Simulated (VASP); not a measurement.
A run of VASP 6.6.1:

Contents of INCAR:

```
ALGO = Normal
EDIFF = 1E-7
EDIFFG = -0.008
ENCUT = 500
GGA = PS
GGA_COMPAT = False
IBRION = 2
ISIF = 3
ISMEAR = 0
LASPH = True
LCHARG = False
LREAL = False
LWAVE = False
NELM = 120
NELMIN = 4
NSW = 70
PREC = Accurate
PSTRESS = 80.0
SIGMA = 0.1
```

KPOINTS

```
k-points
0
Gamma
  16 16 16
```

Contents of POSCAR:

```
HfB
1.0
    0.0000000000      2.3605947547      2.3605947547
    2.3605947547      0.0000000000      2.3605947547
    2.3605947547      2.3605947547      0.0000000000
Hf B
1 1
Direct
    0.5000000000      0.5000000000      0.5000000000
    0.0000000000      0.0000000000      0.0000000000
```

Potentials or basis: VASP PAW PBE potentials, release 64 (Hf_pv, B).

Run with:

```console
$ cat potpaw_PBE.64/Hf_pv/POTCAR potpaw_PBE.64/B/POTCAR > POTCAR
$ mpirun -np 1 vasp_std > vasp.out
```

Hardware: 1 thread of AMD EPYC 7R13 Processor (Zen 3), with other jobs on the host.

**Question.** Estimate the wall time of this run.

**Answer.** Run time: 58 s on 1 thread of AMD EPYC 7R13 Processor (Zen 3), with other jobs on the host, peak memory 0.15 GiB. Counts: scf iterations 31, k points 145, ion steps 3.
